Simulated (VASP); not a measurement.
HfN:

```
CELL_PARAMETERS angstrom
3.13391 0.00000 0.00000
-1.56695 2.71404 0.00000
0.00000 0.00000 5.41677
ATOMIC_POSITIONS crystal
Hf 0.33333 0.66667 0.25000
Hf 0.66667 0.33333 0.75000
N 0.00000 0.00000 0.50000
N 0.00000 0.00000 0.00000
```

Base run:

| Item | Value |
| --- | --- |
| Program | VASP 6.6.1 |
| Functional | PBE |
| Potentials or basis | VASP PAW PBE potentials, release 64 (Hf_pv, N) |
| Cutoff | 520 eV |
| k mesh | 10 × 10 × 5 |
| Occupations | fermi-dirac, width 0.05 eV |
| Spin | no spin polarisation |

Its results: band gap on the k mesh zero (band 15 reaches 9.38 eV, above the bottom of band 16 at 7.70 eV); pressure 3.8 GPa.

The run is repeated on the same cell with these changes: functional from PBE to r2SCAN; k mesh from 10 × 10 × 5 to 6 × 6 × 3. What comes out?

Band gap on the k mesh zero (band 15 reaches 9.24 eV, above the bottom of band 16 at 8.06 eV); pressure -0.5 GPa.

Several settings changed at once, so the effect can't be laid on one alone.

Caveats: some runs use coarse meshes; spin-orbit coupling is left out, which moves the levels of the heavy elements; the PAW data sets were made with another functional, which shifts forces and pressure a little (some runs).
